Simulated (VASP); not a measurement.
# KZnF3 (P4/mmm) in VASP: further runs

KZnF3 is run at these levels: r2SCAN; tasks: single point.

Everything below comes from runs of VASP 6.6.1. Logs are shortened: lines on timing, memory, paths and dates and some standing lists are left out, and cuts for length are marked.

## 1. The cell of the first run

The structure is tetragonal, space group P4/mmm (No. 123). The conventional cell has a = 4.675 Å, b = 4.675 Å, c = 3.039 Å, α = 90.00°, β = 90.00°, γ = 90.00°. Within 3.7 Å of K (site symmetry 4/mmm) lie 12 F at 2.79 to 3.31 Å and 2 K at 3.04 Å and 8 Zn at 3.64 Å. Within 2.0 Å of Zn (site symmetry 4/mmm) lie 2 F at 1.52 Å. Within 2.0 Å of F (site symmetry 4/mmm) lie 2 Zn at 1.52 Å. Within 3.1 Å of F (site symmetry mmm) lie 2 Zn at 2.34 Å and 4 K at 2.79 Å and 6 F at 2.79 to 3.04 Å.

## 2. Single point, r2SCAN

File POSCAR:

```
KZnF3
1.0
    4.6753834767      0.0000000000      0.0000000000
    0.0000000000      4.6753834767      0.0000000000
    0.0000000000      0.0000000000      3.0389992599
K Zn F
1 1 3
Direct
    0.0000000000      0.0000000000      0.0000000000
    0.5000000000      0.5000000000      0.5000000000
    0.5000000000      0.5000000000      0.0000000000
    0.0000000000      0.5000000000      0.5000000000
    0.5000000000      0.0000000000      0.5000000000
```

File INCAR.step1:

```
SYSTEM = KZnF3
PREC     = Accurate       ! precision mode
ENCUT    = 520            ! plane-wave cutoff, eV
ISMEAR   = 0              ! smearing method
SIGMA    = 0.05           ! smearing width, eV
LREAL    = .False.        ! projectors in reciprocal space
LASPH    = .True.         ! aspherical terms in the spheres
NELM     = 80             ! most SCF steps
NBANDS   = 29             ! bands
GGA      = PE             ! functional
ALGO     = Normal         ! electronic algorithm
EDIFF    = 1E-4           ! SCF threshold, eV
LWAVE    = .True.         ! write WAVECAR
LCHARG   = .False.        ! write CHGCAR
```

File INCAR.step2:

```
SYSTEM = KZnF3
PREC     = Accurate       ! precision mode
ENCUT    = 520            ! plane-wave cutoff, eV
EDIFF    = 1E-6           ! SCF threshold, eV
ISMEAR   = 0              ! smearing method
SIGMA    = 0.05           ! smearing width, eV
LREAL    = .False.        ! projectors in reciprocal space
LASPH    = .True.         ! aspherical terms in the spheres
NELM     = 80             ! most SCF steps
ALGO     = Normal         ! electronic algorithm
ISIF     = 2              ! what is computed and relaxed
LWAVE    = .False.        ! write WAVECAR
LCHARG   = .False.        ! write CHGCAR
METAGGA  = R2SCAN         ! meta-GGA
LMIXTAU  = .True.       
NBANDS   = 29             ! bands
ISTART   = 1
```

File KPOINTS:

```
regular mesh
0
Gamma
  6 6 6
  0 0 0
```

Potentials or basis: VASP PAW PBE potentials, release 64 (K_sv, Zn, F).

On the command line:

```
> cat potpaw_PBE.64/K_sv/POTCAR potpaw_PBE.64/Zn/POTCAR potpaw_PBE.64/F/POTCAR > POTCAR
> cp INCAR.step1 INCAR
> mpirun -np 1 vasp_std > vasp.out
> cp INCAR.step2 INCAR
> mpirun -np 1 vasp_std > vasp.out
```

OUTCAR:

```text
SYSTEM = KZnF3
   PREC = Accurate
   ENCUT = 520
   EDIFF = 1E-6
   ISMEAR = 0
   LREAL = .False.
   LASPH = .True.
   NELM = 80
   ISIF = 2
   METAGGA = R2SCAN
   ISTART = 1

 ion  position               nearest neighbor table
   1  0.000  0.000  0.000-   4 2.79   5 2.79   4 2.79   5 2.79   4 2.79   4 2.79   5 2.79   5 2.79

   2  0.500  0.500  0.500-   3 1.52   3 1.52   5 2.34   4 2.34   5 2.34   4 2.34
   3  0.500  0.500  0.000-   2 1.52   2 1.52
   4  0.000  0.500  0.500-   2 2.34   2 2.34   1 2.79   1 2.79   1 2.79   1 2.79
   5  0.500  0.000  0.500-   2 2.34   2 2.34   1 2.79   1 2.79   1 2.79   1 2.79

  LATTYP: Found a simple tetragonal cell.
 ALAT       =     4.6753834767
 C/A-ratio  =     0.6500000000

  Lattice vectors:

 A1 = (   4.6753834767,   0.0000000000,   0.0000000000)
 A2 = (   0.0000000000,   4.6753834767,   0.0000000000)
 A3 = (   0.0000000000,   0.0000000000,   3.0389992599)

Analysis of symmetry for initial positions (statically):
=====================================================================
 Subroutine PRICEL returns:
 Original cell was already a primitive cell.

 Routine SETGRP: Setting up the symmetry group for a
 simple tetragonal supercell.

 Subroutine GETGRP returns: Found 16 space group operations
 (whereof 16 operations were pure point group operations)
 out of a pool of 16 trial point group operations.

The static configuration has the point symmetry D_4h.

Analysis of symmetry for dynamics (positions and initial velocities):
=====================================================================
 Subroutine PRICEL returns:
 Original cell was already a primitive cell.

 Routine SETGRP: Setting up the symmetry group for a
 simple tetragonal supercell.

 Subroutine GETGRP returns: Found 16 space group operations
 (whereof 16 operations were pure point group operations)
 out of a pool of 16 trial point group operations.

The dynamic configuration has the point symmetry D_4h.

 Subroutine INISYM returns: Found 16 space group operations
 (whereof 16 operations are pure point group operations),
 and found     1 'primitive' translations

----------------------------------------------------------------------------------------

                                     Primitive cell

  volume of cell :      66.4301

  direct lattice vectors                    reciprocal lattice vectors
     4.675383477  0.000000000  0.000000000     0.213886199  0.000000000  0.000000000
     0.000000000  4.675383477  0.000000000     0.000000000  0.213886199  0.000000000
     0.000000000  0.000000000  3.038999260     0.000000000  0.000000000  0.329055691

  length of vectors
     4.675383477  4.675383477  3.038999260     0.213886199  0.213886199  0.329055691

  position of ions in fractional coordinates (direct lattice)
     0.000000000  0.000000000  0.000000000
     0.500000000  0.500000000  0.500000000
     0.500000000  0.500000000  0.000000000
     0.000000000  0.500000000  0.500000000
     0.500000000  0.000000000  0.500000000

  ion indices of the primitive-cell ions
   primitive index   ion index
                 1           1
                 2           2
                 3           3
                 4           4
                 5           5

----------------------------------------------------------------------------------------

 KPOINTS: regular mesh

Automatic generation of k-mesh.
 Grid dimensions read from file:
 generate k-points for:    6    6    6

 Generating k-lattice:

  Cartesian coordinates                     Fractional coordinates (reciprocal lattice)
     0.035647700  0.000000000  0.000000000     0.166666667  0.000000000  0.000000000
     0.000000000  0.035647700  0.000000000     0.000000000  0.166666667  0.000000000
     0.000000000  0.000000000  0.054842615     0.000000000  0.000000000  0.166666667

  Length of vectors
     0.035647700  0.035647700  0.054842615

  Shift w.r.t. Gamma in fractional coordinates (k-lattice)
     0.000000000  0.000000000  0.000000000

 Subroutine IBZKPT returns following result:
 ===========================================

 Found     40 irreducible k-points:

 Following reciprocal coordinates:
            Coordinates               Weight
  0.000000  0.000000  0.000000      1.000000
  0.166667  0.000000  0.000000      4.000000
  0.333333  0.000000  0.000000      4.000000
  0.500000  0.000000  0.000000      2.000000
  0.166667  0.166667  0.000000      4.000000
  0.333333  0.166667  0.000000      8.000000
[... 16 lines left out ...]
  0.333333  0.000000  0.333333      8.000000
  0.500000  0.000000  0.333333      4.000000
 [... further k-points ...]
   k-points           NKPTS =     40   k-points in BZ     NKDIM =     40   number of bands    NBANDS=     29
   number of dos      NEDOS =    301   number of ions     NIONS =      5
   total plane-waves  NPLWV =  31104
   dimension x,y,z NGX =    36 NGY =   36 NGZ =   24
   dimension x,y,z NGXF=    72 NGYF=   72 NGZF=   48
   ions per type =               1   1   3
   NGX,Y,Z   is equivalent  to a cutoff of  12.80, 12.80, 13.13 a.u.
   NGXF,Y,Z  is equivalent  to a cutoff of  25.60, 25.60, 26.26 a.u.
 SYSTEM =  KZnF3
   PREC   = accura    normal or accurate (medium, high low for compatibility)
   ISTART =      1    job   : 0-new  1-cont  2-samecut
   ICHARG =      0    charge: 1-file 2-atom 10-const
   ISPIN  =      1    spin polarized calculation?
   LNONCOLLINEAR =      F non collinear calculations
   LSORBIT =      F    spin-orbit coupling
   LASPH  =      T    aspherical Exc in radial PAW
   ENCUT  =  520.0 eV  38.22 Ry    6.18 a.u.   8.69  8.69  5.65*2*pi/ulx,y,z
   NELM   =     80;   NELMIN=  2; NELMDL=  0     # of ELM steps
   EDIFF  = 0.1E-05   stopping-criterion for ELM
   LREAL  =      F    real-space projection
[... 7 lines left out ...]
   TEBEG  =    0.0;   TEEND  =   0.0 temperature during run
   PSTRESS=    0.0 pullay stress
   NELECT =      42.0000    total number of electrons
   NUPDOWN=      -1.0000    fix difference up-down
   EMIN   =  10.00;   EMAX   =-10.00  energy-range for DOS
   EFERMI =   0.00;   METHOD = LEGACY
   ISMEAR =     0;   SIGMA  =   0.05  broadening in eV -4-tet -1-fermi 0-gaus
   EFERMI_NEDOS =   21; number of points for ismear=-14 and -15
   IALGO  =     38    algorithm
   IMIX   =      4    mixing-type and parameters
     AMIX     =   0.40;   BMIX     =  1.00
     AMIX_MAG =   1.60;   BMIX_MAG =  1.00
  volume/ion in A,a.u.               =      13.29        89.66
  Fermi-wavevector in a.u.,A,eV,Ry     =   1.405086  2.655228 26.861528  1.974267
  Thomas-Fermi vector in A             =   2.527583
   LORBIT       =      0    0 simple, 1 ext, 2 COOP (PROOUT), +10 PAW based schemes
   METAGGA = R2SCAN    functional components
   LHFCALC =     F    Hartree Fock is set to
   AEXX    =    0.0000 exact exchange contribution
   IVDW    =     0    specifies the selected vdW correction
   LEPSILON=     F    determine dielectric tensor
   LRPA    =     F    only Hartree local field effects (RPA)
 non-spin polarized calculation
 Gauss-broadening in eV      SIGMA  =   0.05
  energy-cutoff  :      520.00
  volume of cell :       66.43
 maximum number of plane-waves:      1827
 NGX is ok and might be reduce to    36

 number of electron      41.9999994 magnetization

 Free energy of the ion-electron system (eV)
  ---------------------------------------------------
  ext. energy  EPLUGINS =         0.00000000
  ---------------------------------------------------
  free energy    TOTEN  =       -33.78011791 eV

  energy without entropy =      -33.78011791  energy(sigma->0) =      -33.78011791

 E-fermi :  -0.1948     XC(G=0): -10.4274

 val. band max:       -0.4518433213   @ k =   0.5000   0.5000   0.5000
 cond. band min:       4.1867891193   @ k =   0.0000   0.0000   0.0000
 fundamental gap:      4.6386324406
 Fermi energy:        -0.1947851673

 k-point     1 :       0.0000    0.0000    0.0000
  band No.  band energies     occupation
      1     -29.6231      2.00000
      2     -28.4578      2.00000
      3     -22.3992      2.00000
      4     -22.3143      2.00000
      5     -12.3572      2.00000
      6     -12.3572      2.00000
[... 21 lines left out ...]
     28      11.3120      0.00000
     29      12.4889      0.00000

 k-point     2 :       0.1667    0.0000    0.0000
  band No.  band energies     occupation
      1     -29.6203      2.00000
      2     -28.4577      2.00000
      3     -22.3988      2.00000
      4     -22.3247      2.00000
      5     -12.3524      2.00000
      6     -12.3203      2.00000
[... 21 lines left out ...]
     28      11.8407      0.00000
     29      12.5038      0.00000

 k-point     3 :       0.3333    0.0000    0.0000
  band No.  band energies     occupation
      1     -29.6147      2.00000
      2     -28.4580      2.00000
      3     -22.3973      2.00000
      4     -22.3472      2.00000
      5     -12.3428      2.00000
      6     -12.2456      2.00000
[... 21 lines left out ...]
     28      12.5277      0.00000
     29      12.5342      0.00000

 k-point     4 :       0.5000    0.0000    0.0000
  band No.  band energies     occupation
      1     -29.6119      2.00000
      2     -28.4581      2.00000
      3     -22.3957      2.00000
      4     -22.3594      2.00000
      5     -12.3379      2.00000
      6     -12.2078      2.00000
[... 597 lines left out ...]
     28      11.7013      0.00000
     29      12.4950      0.00000

 k-point    23 :       0.3333    0.0000    0.3333
  band No.  band energies     occupation
      1     -29.4545      2.00000
      2     -27.7906      2.00000
      3     -22.3289      2.00000
      4     -22.2585      2.00000
      5     -12.7314      2.00000
      6     -12.4032      2.00000
[... 21 lines left out ...]
     28      11.2584      0.00000
     29      12.3016      0.00000

 k-point    24 :       0.5000    0.0000    0.3333
  band No.  band energies     occupation
      1     -29.4532      2.00000
      2     -27.7908      2.00000
      3     -22.3000      2.00000
      4     -22.2863      2.00000
      5     -12.7438      2.00000
      6     -12.4065      2.00000
[... 21 lines left out ...]
     28      11.3307      0.00000
     29      12.1468      0.00000

 [... further k-points ...]

------------------------ aborting loop because EDIFF is reached ----------------------------------------

  FORCE on cell =-STRESS in cart. coord.  units (eV):
  Direction    XX          YY          ZZ          XY          YZ          ZX
  --------------------------------------------------------------------------------------
  -------------------------------------------------------------------------------------
  Total       -2.6592258     -2.6592258     42.5152438      0.0000000      0.0000000      0.0000000
  in kB      -64.1358305    -64.1358305   1025.3926193      0.0000000      0.0000000      0.0000000
  external PRESSURE =     299.0403194 kB  Pullay stress =       0.0000000 kB

 VOLUME and BASIS-vectors are now :
 -----------------------------------------------------------------------------
  energy-cutoff  :      520.00
  volume of cell :       66.43
      direct lattice vectors                 reciprocal lattice vectors
     4.675383477  0.000000000  0.000000000     0.213886199  0.000000000  0.000000000
     0.000000000  4.675383477  0.000000000     0.000000000  0.213886199  0.000000000
     0.000000000  0.000000000  3.038999260     0.000000000  0.000000000  0.329055691

 POSITION                                       TOTAL-FORCE (eV/Angst)
 -----------------------------------------------------------------------------------
      0.00000      0.00000      0.00000         0.000000      0.000000      0.000000
      2.33769      2.33769      1.51950         0.000000      0.000000      0.000000
      2.33769      2.33769      0.00000         0.000000      0.000000      0.000000
      0.00000      2.33769      1.51950         0.000000      0.000000      0.000000
      2.33769      0.00000      1.51950         0.000000      0.000000      0.000000
 -----------------------------------------------------------------------------------
    total drift:                                0.000000      0.000000      0.000000

  FREE ENERGIE OF THE ION-ELECTRON SYSTEM (eV)
  ---------------------------------------------------
  free  energy   TOTEN  =       -33.7801179132 eV

  energy  without entropy=      -33.7801179132  energy(sigma->0) =      -33.78011791
```

It took 2.8 min on 1 thread of Intel Xeon Platinum 8488C (Sapphire Rapids), shared host; peak memory 0.22 GiB.

Results:

| Item | Value |
| --- | --- |
| Free energy | -33.7801 eV |
| Pressure | 29.9 GPa |
| Band gap on the k mesh | 4.64 eV (least direct gap 6.10 eV) |

Caveat: the cell stands under pressure; the PAW data sets were made with another functional, which shifts forces and pressure a little. A k mesh can miss the band edges.

## 3. Single point, r2SCAN

This run uses another cell than the first one, of the same volume but with other edges.

POSCAR: that of step 2 with these lines changed.

```diff
@@ -2,5 +2,5 @@
 1.0
-    4.6753834767      0.0000000000      0.0000000000
-    0.0000000000      4.6753834767      0.0000000000
-    0.0000000000      0.0000000000      3.0389992599
+    3.5380008822      0.0000000000      0.0000000000
+    0.0000000000      3.5380008822      0.0000000000
+    0.0000000000      0.0000000000      5.3070013233
 K Zn F
```

File INCAR.step1:

```
ALGO = Normal ; EDIFF = 1E-4
ENCUT = 520 ; GGA = PE
ISMEAR = 0 ; LASPH = True
LCHARG = False ; LREAL = False
LWAVE = True ; NBANDS = 29
NELM = 60 ; PREC = Accurate
SIGMA = 0.05
```

File INCAR.step2:

```
ALGO = Normal ; EDIFF = 1E-6
ENCUT = 520 ; ISIF = 2
ISMEAR = 0 ; ISTART = 1
LASPH = True ; LCHARG = False
LMIXTAU = True ; LREAL = False
LWAVE = False ; METAGGA = R2SCAN
NBANDS = 29 ; NELM = 60
PREC = Accurate ; SIGMA = 0.05
```

File KPOINTS:

```
k-points
0
Gamma
  6 6 6
```

Potentials or basis: VASP PAW PBE potentials, release 64 (K_sv, Zn, F).

On the command line:

```
> cat potpaw_PBE.64/K_sv/POTCAR potpaw_PBE.64/Zn/POTCAR potpaw_PBE.64/F/POTCAR > POTCAR
> cp INCAR.step1 INCAR
> mpirun -np 1 vasp_std > vasp.out
> cp INCAR.step2 INCAR
> mpirun -np 1 vasp_std > vasp.out
```

OUTCAR:

```text
EDIFF = 1E-6
   ENCUT = 520
   ISIF = 2
   ISMEAR = 0
   ISTART = 1
   LASPH = True
   LREAL = False
   METAGGA = R2SCAN
   NELM = 60
   PREC = Accurate

 ion  position               nearest neighbor table
   1  0.000  0.000  0.000-   3 2.50   3 2.50   3 2.50   3 2.50
   2  0.500  0.500  0.500-   4 1.77   5 1.77   5 1.77   4 1.77
   3  0.500  0.500  0.000-   1 2.50   1 2.50   1 2.50   1 2.50
   4  0.000  0.500  0.500-   2 1.77   2 1.77
[... 974 lines left out ...]
  --------------------------------------------------------------------------------------
  -------------------------------------------------------------------------------------
  Total       14.5511374     14.5511374     -2.5439294      0.0000000     -0.0000000      0.0000000
  in kB      350.9477443    350.9477443    -61.3550852      0.0000000     -0.0000000      0.0000000
  external PRESSURE =     213.5134678 kB  Pullay stress =       0.0000000 kB

 VOLUME and BASIS-vectors are now :
 -----------------------------------------------------------------------------
  energy-cutoff  :      520.00
  volume of cell :       66.43
      direct lattice vectors                 reciprocal lattice vectors
     3.538000882  0.000000000  0.000000000     0.282645492  0.000000000  0.000000000
     0.000000000  3.538000882  0.000000000     0.000000000  0.282645492  0.000000000
     0.000000000  0.000000000  5.307001323     0.000000000  0.000000000  0.188430328

 POSITION                                       TOTAL-FORCE (eV/Angst)
 -----------------------------------------------------------------------------------
      0.00000      0.00000      0.00000         0.000000      0.000000      0.000000
      1.76900      1.76900      2.65350         0.000000      0.000000      0.000000
      1.76900      1.76900      0.00000         0.000000      0.000000      0.000000
      0.00000      1.76900      2.65350         0.000000      0.000000      0.000000
      1.76900      0.00000      2.65350         0.000000      0.000000      0.000000
 -----------------------------------------------------------------------------------
    total drift:                                0.000000      0.000000      0.000000

  FREE ENERGIE OF THE ION-ELECTRON SYSTEM (eV)
  ---------------------------------------------------
  free  energy   TOTEN  =       -36.2936486176 eV

  energy  without entropy=      -36.2936486176  energy(sigma->0) =      -36.29364862
```

OSZICAR.step1:

```text
N       E                     dE             d eps       ncg     rms          rms(c)
DAV:   1     0.451405646738E+03    0.45141E+03   -0.22100E+04  2320   0.174E+03
DAV:   2     0.214404460413E+02   -0.42997E+03   -0.40690E+03  2506   0.456E+02
DAV:   3    -0.198642089928E+02   -0.41305E+02   -0.40987E+02  2720   0.148E+02
DAV:   4    -0.209101013282E+02   -0.10459E+01   -0.10433E+01  3492   0.219E+01
DAV:   5    -0.209242936835E+02   -0.14192E-01   -0.14190E-01  2756   0.214E+00    0.192E+01
DAV:   6    -0.181634598559E+02    0.27608E+01   -0.74466E+00  3135   0.369E+01    0.127E+01
DAV:   7    -0.181752534635E+02   -0.11794E-01   -0.15612E+00  2574   0.817E+00    0.708E+00
DAV:   8    -0.181530972993E+02    0.22156E-01   -0.37591E-01  3040   0.112E+01    0.879E-01
DAV:   9    -0.181370140787E+02    0.16083E-01   -0.63209E-02  3431   0.709E+00    0.345E-01
DAV:  10    -0.181368459680E+02    0.16811E-03   -0.20774E-02  3465   0.213E+00    0.152E-01
DAV:  11    -0.181374815403E+02   -0.63557E-03   -0.39533E-03  3227   0.667E-01    0.105E-01
DAV:  12    -0.181373746306E+02    0.10691E-03   -0.94795E-04  3237   0.725E-01    0.159E-02
DAV:  13    -0.181373942421E+02   -0.19612E-04   -0.18650E-04  1966   0.124E-01
   1 F= -.18137394E+02 E0= -.18137394E+02  d E =-.217213E-23
```

Run time: 3.3 min. Hardware: 1 thread of Intel Xeon Platinum 8488C (Sapphire Rapids), shared host; peak memory 0.22 GiB.

Results:

| Quantity | Value |
| --- | --- |
| Free energy | -36.2936 eV |
| Pressure | 21.4 GPa |
| Band gap on the k mesh | 3.13 eV (least direct gap 6.17 eV) |

Stress tensor (GPa, compression positive):
```
35.09  0.00  0.00
 0.00 35.09  0.00
 0.00  0.00 -6.14
```

Caveat: the cell stands under pressure; the PAW data sets were made with another functional, which shifts forces and pressure a little. A k mesh can miss the band edges.
